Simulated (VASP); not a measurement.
# ScAl3 (Pm-3m) in VASP: a series of runs

ScAl3 is run at these levels: PBEsol; tasks: single point.

All numbers are computed with VASP 6.6.1; they aren't measurements. Logs are shortened: lines on timing, memory, paths and dates and some standing lists are left out, and cuts for length are marked.

### Step 1. The cell of the first run

It takes space group Pm-3m (No. 221, cubic). The conventional cell has a = 4.045 Å, b = 4.045 Å, c = 4.045 Å, α = 90.00°, β = 90.00°, γ = 90.00°. Within 3.8 Å of Sc (site symmetry m-3m) lie 12 Al at 2.86 Å. Al (site symmetry 4/mmm) has 4 Sc at 2.86 Å and 8 Al at 2.86 Å within 3.8 Å.

### Step 2. Single point, PBEsol

INCAR

```
PREC     = Accurate       # precision mode
ENCUT    = 500            # plane-wave cutoff, eV
EDIFF    = 1E-6           # SCF threshold, eV
ISMEAR   = -1             # smearing method
SIGMA    = 0.1            # smearing width, eV
LREAL    = F              # projectors in reciprocal space
LASPH    = T              # aspherical terms in the spheres
NELM     = 120            # most SCF steps
ALGO     = Normal         # electronic algorithm
ISIF     = 2              # what is computed and relaxed
LWAVE    = F              # write WAVECAR
LCHARG   = F              # write CHGCAR
GGA      = PS             # functional
NBANDS   = 18             # bands
GGA_COMPAT= F
```

KPOINTS

```
regular mesh
0
Gamma
  6 6 6
```

POSCAR

```
ScAl3
1.0
    4.0449052368      0.0000000000      0.0000000000
    0.0000000000      4.0449052368      0.0000000000
    0.0000000000      0.0000000000      4.0449052368
Sc Al
1 3
Direct
    0.0000000000      0.0000000000      0.0000000000
    0.0000000000      0.5000000000      0.5000000000
    0.5000000000      0.0000000000      0.5000000000
    0.5000000000      0.5000000000      0.0000000000
```

Potentials or basis: VASP PAW PBE potentials, release 64 (Sc_sv, Al).

Run with:

```bash
> cat potpaw_PBE.64/Sc_sv/POTCAR potpaw_PBE.64/Al/POTCAR > POTCAR
> mpirun -np 1 vasp_std > vasp.out
```

OUTCAR:

```text
PREC = Accurate
   ENCUT = 500
   EDIFF = 1E-6
   ISMEAR = -1
   LREAL = F
   LASPH = T
   NELM = 120
   ISIF = 2
   GGA = PS

 ion  position               nearest neighbor table
   1  0.000  0.000  0.000-   2 2.86   3 2.86   4 2.86   2 2.86   3 2.86   2 2.86   4 2.86   2 2.86
                             3 2.86   4 2.86   3 2.86   4 2.86
   2  0.000  0.500  0.500-   1 2.86   3 2.86   4 2.86   1 2.86   4 2.86   1 2.86   3 2.86   1 2.86
                             3 2.86   4 2.86   4 2.86   3 2.86
   3  0.500  0.000  0.500-   1 2.86   2 2.86   4 2.86   1 2.86   4 2.86   2 2.86   4 2.86   4 2.86
                             1 2.86   2 2.86   1 2.86   2 2.86
   4  0.500  0.500  0.000-   1 2.86   2 2.86   3 2.86   2 2.86   3 2.86   1 2.86   3 2.86   3 2.86
                             1 2.86   2 2.86   2 2.86   1 2.86

  LATTYP: Found a simple cubic cell.
 ALAT       =     4.0449052368

  Lattice vectors:

 A1 = (   4.0449052368,   0.0000000000,   0.0000000000)
 A2 = (   0.0000000000,   4.0449052368,   0.0000000000)
 A3 = (   0.0000000000,   0.0000000000,   4.0449052368)

Analysis of symmetry for initial positions (statically):
=====================================================================
 Subroutine PRICEL returns:
 Original cell was already a primitive cell.

 Routine SETGRP: Setting up the symmetry group for a
 simple cubic supercell.

 Subroutine GETGRP returns: Found 48 space group operations
 (whereof 48 operations were pure point group operations)
 out of a pool of 48 trial point group operations.

The static configuration has the point symmetry O_h .

Analysis of symmetry for dynamics (positions and initial velocities):
=====================================================================
 Subroutine PRICEL returns:
 Original cell was already a primitive cell.

 Routine SETGRP: Setting up the symmetry group for a
 simple cubic supercell.

 Subroutine GETGRP returns: Found 48 space group operations
 (whereof 48 operations were pure point group operations)
 out of a pool of 48 trial point group operations.

The dynamic configuration has the point symmetry O_h .

 Subroutine INISYM returns: Found 48 space group operations
 (whereof 48 operations are pure point group operations),
 and found     1 'primitive' translations

----------------------------------------------------------------------------------------

                                     Primitive cell

  volume of cell :      66.1797

  direct lattice vectors                    reciprocal lattice vectors
     4.044905237  0.000000000  0.000000000     0.247224580  0.000000000  0.000000000
     0.000000000  4.044905237  0.000000000     0.000000000  0.247224580  0.000000000
     0.000000000  0.000000000  4.044905237     0.000000000  0.000000000  0.247224580

  length of vectors
     4.044905237  4.044905237  4.044905237     0.247224580  0.247224580  0.247224580

  position of ions in fractional coordinates (direct lattice)
     0.000000000  0.000000000  0.000000000
     0.000000000  0.500000000  0.500000000
     0.500000000  0.000000000  0.500000000
     0.500000000  0.500000000  0.000000000

  ion indices of the primitive-cell ions
   primitive index   ion index
                 1           1
                 2           2
                 3           3
                 4           4

----------------------------------------------------------------------------------------

 KPOINTS: regular mesh

Automatic generation of k-mesh.
 Grid dimensions read from file:
 generate k-points for:    6    6    6

 Generating k-lattice:

  Cartesian coordinates                     Fractional coordinates (reciprocal lattice)
     0.041204097  0.000000000  0.000000000     0.166666667  0.000000000  0.000000000
     0.000000000  0.041204097  0.000000000     0.000000000  0.166666667  0.000000000
     0.000000000  0.000000000  0.041204097     0.000000000  0.000000000  0.166666667

  Length of vectors
     0.041204097  0.041204097  0.041204097

  Shift w.r.t. Gamma in fractional coordinates (k-lattice)
     0.000000000  0.000000000  0.000000000

 Subroutine IBZKPT returns following result:
 ===========================================

 Found     20 irreducible k-points:

 Following reciprocal coordinates:
            Coordinates               Weight
  0.000000  0.000000  0.000000      1.000000
  0.166667  0.000000  0.000000      6.000000
  0.333333  0.000000  0.000000      6.000000
  0.500000  0.000000  0.000000      3.000000
  0.166667  0.166667  0.000000     12.000000
  0.333333  0.166667  0.000000     24.000000
[... 12 lines left out ...]
  0.500000  0.500000  0.333333      6.000000
  0.500000  0.500000  0.500000      1.000000
   k-points           NKPTS =     20   k-points in BZ     NKDIM =     20   number of bands    NBANDS=     18
   number of dos      NEDOS =    301   number of ions     NIONS =      4
   total plane-waves  NPLWV =  27000
   dimension x,y,z NGX =    30 NGY =   30 NGZ =   30
   dimension x,y,z NGXF=    60 NGYF=   60 NGZF=   60
   ions per type =               1   3
   NGX,Y,Z   is equivalent  to a cutoff of  12.33, 12.33, 12.33 a.u.
   NGXF,Y,Z  is equivalent  to a cutoff of  24.66, 24.66, 24.66 a.u.
 SYSTEM =  unknown system
   PREC   = accura    normal or accurate (medium, high low for compatibility)
   ISTART =      0    job   : 0-new  1-cont  2-samecut
   ICHARG =      2    charge: 1-file 2-atom 10-const
   ISPIN  =      1    spin polarized calculation?
   LNONCOLLINEAR =      F non collinear calculations
   LSORBIT =      F    spin-orbit coupling
   LASPH  =      T    aspherical Exc in radial PAW
   ENCUT  =  500.0 eV  36.75 Ry    6.06 a.u.   7.37  7.37  7.37*2*pi/ulx,y,z
   NELM   =    120;   NELMIN=  2; NELMDL= -5     # of ELM steps
   EDIFF  = 0.1E-05   stopping-criterion for ELM
   LREAL  =      F    real-space projection
   EDIFFG = 0.1E-04   stopping-criterion for IOM
   NSW    =      0    number of steps for IOM
   IBRION =     -1    ionic relax: 0-MD 1-quasi-New 2-CG
   NFREE  =      0    steps in history (QN), initial steepest desc. (CG)
   ISIF   =      2    stress and relaxation
   ISYM   =      2    0-nonsym 1-usesym 2-fastsym
   POTIM  = 0.5000    time-step for ionic-motion
   TEBEG  =    0.0;   TEEND  =   0.0 temperature during run
   PSTRESS=    0.0 pullay stress
   NELECT =      20.0000    total number of electrons
   NUPDOWN=      -1.0000    fix difference up-down
   EMIN   =  10.00;   EMAX   =-10.00  energy-range for DOS
   EFERMI =   0.00;   METHOD = LEGACY
   ISMEAR =    -1;   SIGMA  =   0.10  broadening in eV -4-tet -1-fermi 0-gaus
   EFERMI_NEDOS =   21; number of points for ismear=-14 and -15
   IALGO  =     38    algorithm
   IMIX   =      4    mixing-type and parameters
     AMIX     =   0.40;   BMIX     =  1.00
     AMIX_MAG =   1.60;   BMIX_MAG =  1.00
  volume/ion in A,a.u.               =      16.54       111.65
  Fermi-wavevector in a.u.,A,eV,Ry     =   1.098609  2.076070 16.421439  1.206942
  Thomas-Fermi vector in A             =   2.234989
   LORBIT       =      0    0 simple, 1 ext, 2 COOP (PROOUT), +10 PAW based schemes
   GGA     = PS    functional components
   LHFCALC =     F    Hartree Fock is set to
   AEXX    =    0.0000 exact exchange contribution
   IVDW    =     0    specifies the selected vdW correction
   LEPSILON=     F    determine dielectric tensor
   LRPA    =     F    only Hartree local field effects (RPA)
 non-spin polarized calculation
  energy-cutoff  :      500.00
  volume of cell :       66.18
 maximum number of plane-waves:      1743
 NGX is ok and might be reduce to    30
   NGX = 15   NGY = 15   NGZ = 15

 number of electron      20.0000001 magnetization

 Free energy of the ion-electron system (eV)
  ---------------------------------------------------
  ext. energy  EPLUGINS =         0.00000000
  ---------------------------------------------------
  free energy    TOTEN  =       -20.77019052 eV

  energy without entropy =      -20.72108151  energy(sigma->0) =      -20.74563601

 E-fermi :   7.5796     XC(G=0): -10.6233

 val. band max:        7.2719295208   @ k =   0.3333   0.3333   0.0000
 cond. band min:       7.5805486669   @ k =   0.5000   0.3333   0.1667
 fundamental gap:      0.3086191461
 Fermi energy:         7.5796415331

 k-point     1 :       0.0000    0.0000    0.0000
  band No.  band energies     occupation
      1     -41.1461      2.00000
      2     -19.9577      2.00000
      3     -19.9577      2.00000
      4     -19.9577      2.00000
      5      -2.6977      2.00000
      6       4.8221      2.00000
[... 10 lines left out ...]
     17      12.9496      0.00000
     18      12.9496      0.00000

 k-point     2 :       0.1667    0.0000    0.0000
  band No.  band energies     occupation
      1     -41.1457      2.00000
      2     -19.9674      2.00000
      3     -19.9569      2.00000
      4     -19.9569      2.00000
      5      -2.4355      2.00000
      6       3.2827      2.00000
[... 10 lines left out ...]
     17      13.0057      0.00000
     18      13.0057      0.00000

 k-point     3 :       0.3333    0.0000    0.0000
  band No.  band energies     occupation
      1     -41.1449      2.00000
      2     -19.9867      2.00000
      3     -19.9554      2.00000
      4     -19.9554      2.00000
      5      -1.6763      2.00000
      6       1.3674      2.00000
[... 10 lines left out ...]
     17      12.1434      0.00000
     18      13.3189      0.00000

 k-point     4 :       0.5000    0.0000    0.0000
  band No.  band energies     occupation
      1     -41.1445      2.00000
      2     -19.9963      2.00000
      3     -19.9546      2.00000
      4     -19.9546      2.00000
      5      -0.7736      2.00000
      6       0.0580      2.00000
[... 291 lines left out ...]
      4     -19.9779      2.00000
      5       0.8591      2.00000
      6       1.8605      2.00000
[... 10 lines left out ...]
     17      12.0830      0.00000
     18      14.9646      0.00000

 k-point    19 :       0.5000    0.5000    0.3333
  band No.  band energies     occupation
      1     -41.1419      2.00000
      2     -19.9869      2.00000
      3     -19.9869      2.00000
      4     -19.9772      2.00000
      5       1.5803      2.00000
      6       2.3496      2.00000
[... 10 lines left out ...]
     17      11.7177      0.00000
     18      16.4017      0.00000

 k-point    20 :       0.5000    0.5000    0.5000
  band No.  band energies     occupation
      1     -41.1415      2.00000
      2     -19.9856      2.00000
      3     -19.9856      2.00000
      4     -19.9856      2.00000
      5       2.6472      2.00000
      6       2.6472      2.00000
[... 10 lines left out ...]
     17      11.7004      0.00000
     18      18.7550      0.00000

------------------------ aborting loop because EDIFF is reached ----------------------------------------

  FORCE on cell =-STRESS in cart. coord.  units (eV):
  Direction    XX          YY          ZZ          XY          YZ          ZX
  --------------------------------------------------------------------------------------
  -------------------------------------------------------------------------------------
  Total        0.8333113      0.8333113      0.8333113     -0.0000000      0.0000000      0.0000000
  in kB       20.1740358     20.1740358     20.1740358     -0.0000000      0.0000000      0.0000000
  external PRESSURE =      20.1740358 kB  Pullay stress =       0.0000000 kB

 VOLUME and BASIS-vectors are now :
 -----------------------------------------------------------------------------
  energy-cutoff  :      500.00
  volume of cell :       66.18
      direct lattice vectors                 reciprocal lattice vectors
     4.044905237  0.000000000  0.000000000     0.247224580  0.000000000  0.000000000
     0.000000000  4.044905237  0.000000000     0.000000000  0.247224580  0.000000000
     0.000000000  0.000000000  4.044905237     0.000000000  0.000000000  0.247224580

 POSITION                                       TOTAL-FORCE (eV/Angst)
 -----------------------------------------------------------------------------------
      0.00000      0.00000      0.00000         0.000000      0.000000      0.000000
      0.00000      2.02245      2.02245         0.000000      0.000000      0.000000
      2.02245      0.00000      2.02245         0.000000      0.000000      0.000000
      2.02245      2.02245      0.00000         0.000000      0.000000      0.000000
 -----------------------------------------------------------------------------------
    total drift:                                0.000000     -0.000000      0.000000

  FREE ENERGIE OF THE ION-ELECTRON SYSTEM (eV)
  ---------------------------------------------------
  free  energy   TOTEN  =       -20.7701905168 eV

  energy  without entropy=      -20.7210815113  energy(sigma->0) =      -20.74563601
```

Wall time 20 s (1 thread of Intel Xeon Platinum 8375C at 2.90GHz (Ice Lake), shared host); peak memory 0.17 GiB.

What came out:

```yaml
Free_energy: -20.7702 eV
Pressure: 2.0 GPa
Band_gap_on_the_k_mesh: zero (bands 10 and 11 overlap by 4.03 eV)
```

Caveat: the PAW data sets were made with another functional, which shifts forces and pressure a little.

### Step 3. Single point, PBEsol

This run uses another cell than the first one, of 16.88 Å³/atom.

INCAR

```
PREC     = Accurate       # precision mode
ENCUT    = 500            # plane-wave cutoff, eV
EDIFF    = 1E-6           # SCF threshold, eV
ISMEAR   = -1             # smearing method
SIGMA    = 0.1            # smearing width, eV
LREAL    = False          # projectors in reciprocal space
LASPH    = True           # aspherical terms in the spheres
NELM     = 120            # most SCF steps
ALGO     = Normal         # electronic algorithm
ISIF     = 2              # what is computed and relaxed
LWAVE    = False          # write WAVECAR
LCHARG   = False          # write CHGCAR
GGA      = PS             # functional
NBANDS   = 18             # bands
GGA_COMPAT= False
```

KPOINTS is that of step 2.

POSCAR

```
ScAl3
1.0
    4.0722365067      0.0000000000      0.0000000000
    0.0000000000      4.0722365067      0.0000000000
    0.0000000000      0.0000000000      4.0722365067
Sc Al
1 3
Direct
    0.0000000000      0.0000000000      0.0000000000
    0.0000000000      0.5000000000      0.5000000000
    0.5000000000      0.0000000000      0.5000000000
    0.5000000000      0.5000000000      0.0000000000
```

Potentials or basis: VASP PAW PBE potentials, release 64 (Sc_sv, Al).

Run with:

```bash
> cat potpaw_PBE.64/Sc_sv/POTCAR potpaw_PBE.64/Al/POTCAR > POTCAR
> mpirun -np 1 vasp_std > vasp.out
```

It took 18 s on 1 thread of Intel Xeon Platinum 8375C at 2.90GHz (Ice Lake), shared host; peak memory 0.17 GiB.

The run converged. Its results:

| Quantity | Value |
| --- | --- |
| Free energy | -20.7793 eV |
| Pressure | 0.1 GPa |
| Band gap on the k mesh | zero (bands 10 and 11 overlap by 3.91 eV) |

Levels at points of the mesh, in eV from the Fermi level:
```csv
k point,band 8,band 9,band 10,band 11,band 12,band 13
"(0.00, 0.00, 0.00)",-1.89,-1.89,-1.89,1.14,1.22,1.22
"(0.50, 0.00, 0.00)",-1.82,-1.60,0.86,0.94,0.94,1.26
"(0.50, 0.50, 0.00)",-4.48,-0.63,-0.63,1.13,1.29,2.00
"(0.50, 0.50, 0.50)",-4.60,-3.04,-3.04,-3.04,0.86,2.55
```

Caveat: the PAW data sets were made with another functional, which shifts forces and pressure a little.

### Step 4. Single point, PBEsol

This run uses another cell than the first one, of 16.88 Å³/atom.

INCAR

```
SYSTEM = ScAl3
  PREC = Accurate
  ENCUT = 500
  EDIFF = 1E-6
  ISMEAR = -1
  SIGMA = 0.1
  LREAL = .FALSE.
  LASPH = .TRUE.
  NELM = 120
  ALGO = Normal
  ISIF = 2
  LWAVE = .FALSE.
  LCHARG = .FALSE.
  GGA = PS
  NBANDS = 18
  GGA_COMPAT = .FALSE.
```

KPOINTS

```
Automatic mesh
0
G
  6 6 6
  0 0 0
```

POSCAR is that of step 3.

Run with:

```bash
> cat potpaw_PBE.64/Sc_sv/POTCAR potpaw_PBE.64/Al/POTCAR > POTCAR
> mpirun -np 1 vasp_std > vasp.out
```

Run time: 20 s. Hardware: 1 thread of Intel Xeon Platinum 8375C at 2.90GHz (Ice Lake), shared host; peak memory 0.17 GiB.

The run converged. Its results:

```yaml
Free_energy: -20.7793 eV
Pressure: 0.1 GPa
Band_gap_on_the_k_mesh: zero (bands 10 and 11 overlap by 3.91 eV)
```

Levels at points of the mesh, in eV from the Fermi level:
| k point | band 7 | band 8 | band 9 | band 10 | band 11 | band 12 | band 13 | band 14 |
| --- | --- | --- | --- | --- | --- | --- | --- | --- |
| (0.00, 0.00, 0.00) | -2.73 | -1.89 | -1.89 | -1.89 | 1.14 | 1.22 | 1.22 | 1.22 |
| (0.50, 0.00, 0.00) | -1.82 | -1.82 | -1.60 | 0.86 | 0.94 | 0.94 | 1.26 | 1.56 |
| (0.50, 0.50, 0.00) | -5.72 | -4.48 | -0.63 | -0.63 | 1.13 | 1.29 | 2.00 | 2.44 |
| (0.50, 0.50, 0.50) | -4.89 | -4.60 | -3.04 | -3.04 | -3.04 | 0.86 | 2.55 | 2.55 |

Caveat: the PAW data sets were made with another functional, which shifts forces and pressure a little.

### Step 5. Single point, PBEsol

This run uses another cell than the first one, of 17.22 Å³/atom.

INCAR

```
ALGO = Normal
EDIFF = 1E-6
ENCUT = 500
GGA = PS
GGA_COMPAT = F
ISIF = 2
ISMEAR = -1
LASPH = T
LCHARG = F
LREAL = F
LWAVE = F
NBANDS = 18
NELM = 120
PREC = Accurate
SIGMA = 0.1
```

KPOINTS

```
k-points
0
Gamma
  6 6 6
```

POSCAR

```
ScAl3
1.0
    4.0992057463      0.0000000000      0.0000000000
    0.0000000000      4.0992057463      0.0000000000
    0.0000000000      0.0000000000      4.0992057463
Sc Al
1 3
Direct
    0.0000000000      0.0000000000      0.0000000000
    0.0000000000      0.5000000000      0.5000000000
    0.5000000000      0.0000000000      0.5000000000
    0.5000000000      0.5000000000      0.0000000000
```

Run with:

```bash
> cat potpaw_PBE.64/Sc_sv/POTCAR potpaw_PBE.64/Al/POTCAR > POTCAR
> mpirun -np 1 vasp_std > vasp.out
```

Wall time 19 s (1 thread of Intel Xeon Platinum 8375C at 2.90GHz (Ice Lake), shared host); peak memory 0.17 GiB.

The run converged. Its results:

```
Free energy            : -20.7731 eV
Pressure               : -1.6 GPa
Band gap on the k mesh : zero (bands 10 and 11 overlap by 3.77 eV)
```

Levels at points of the mesh, in eV from the Fermi level:
```tsv
k point	band 6	band 7	band 8	band 9	band 10	band 11	band 12	band 13	band 14	band 15
(0.00, 0.00, 0.00)	-2.70	-2.70	-1.88	-1.88	-1.88	1.15	1.21	1.21	1.21	4.64
(0.50, 0.00, 0.00)	-7.37	-1.78	-1.78	-1.55	0.76	0.92	0.92	1.27	1.54	2.06
(0.50, 0.50, 0.00)	-5.68	-5.68	-4.43	-0.61	-0.61	1.13	1.28	1.96	2.39	3.33
(0.50, 0.50, 0.50)	-4.86	-4.86	-4.52	-3.02	-3.02	-3.02	0.81	2.50	2.50	3.93
```

Caveat: the PAW data sets were made with another functional, which shifts forces and pressure a little.

### Step 6. Summary

```csv
cell,gap on the mesh (eV),pressure (GPa)
"a = 4.045 Å, 4 atoms",none,2.0
"a = 4.072 Å, 4 atoms",none,0.1
"a = 4.099 Å, 4 atoms",none,-1.6
```

Alike in all rows: task single point; level PBEsol; potentials or basis VASP PAW PBE potentials, release 64 (Sc_sv, Al); no spin polarisation; k mesh 6 × 6 × 6; cutoff (eV) 500; smearing fermi-dirac 0.1 eV.

Caveats: the PAW data sets were made with another functional, which shifts forces and pressure a little.

Absolute energies hang on the potentials; compare differences alone.

The gap in the log of VASP goes by the Fermi energy; the results here count the filled bands.